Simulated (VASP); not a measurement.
Here is a VASP 6.6.1 calculation.

The input INCAR:

```
SYSTEM = CuO2
ALGO = Normal ; EDIFF = 1E-6
ENCUT = 520 ; GGA = PE
ISIF = 2 ; ISMEAR = -1
LASPH = .True. ; LCHARG = .False.
LREAL = .False. ; LWAVE = .False.
NBANDS = 18 ; NELM = 60
PREC = Accurate ; SIGMA = 0.06122561905347299
```

Contents of KPOINTS:

```
k-points
0
Gamma
  20 20 20
  0 0 0
```

File POSCAR:

```
CuO2
1.0
    0.0000000000      2.4168144344      2.4168144344
    2.4168144344      0.0000000000      2.4168144344
    2.4168144344      2.4168144344      0.0000000000
Cu O
1 2
Direct
    0.0000000000      0.0000000000      0.0000000000
    0.2500000000      0.2500000000      0.2500000000
    0.7500000000      0.7500000000      0.7500000000
```

Potentials or basis: VASP PAW PBE potentials, release 64 (Cu, O).

Launch:

```sh
$ cat potpaw_PBE.64/Cu/POTCAR potpaw_PBE.64/O/POTCAR > POTCAR
$ mpirun -np 1 vasp_std > vasp.out
```

**Question.** Predict the pressure.

**Answer.** 0.6 GPa.

**Question.** Estimate the band gap on the k mesh.

**Answer.** Zero (an odd number of electrons rules out a gap without spin polarisation).

Caveat: an odd number of electrons without spin polarisation forces a metal; a magnetic or distorted state may lie lower; semilocal functionals often make such compounds metallic where correlation or magnetic order opens a gap, which also shifts bond lengths. With open d or f shells a metallic result of PBE can be an artefact of self-interaction; +U or a hybrid may open a gap.
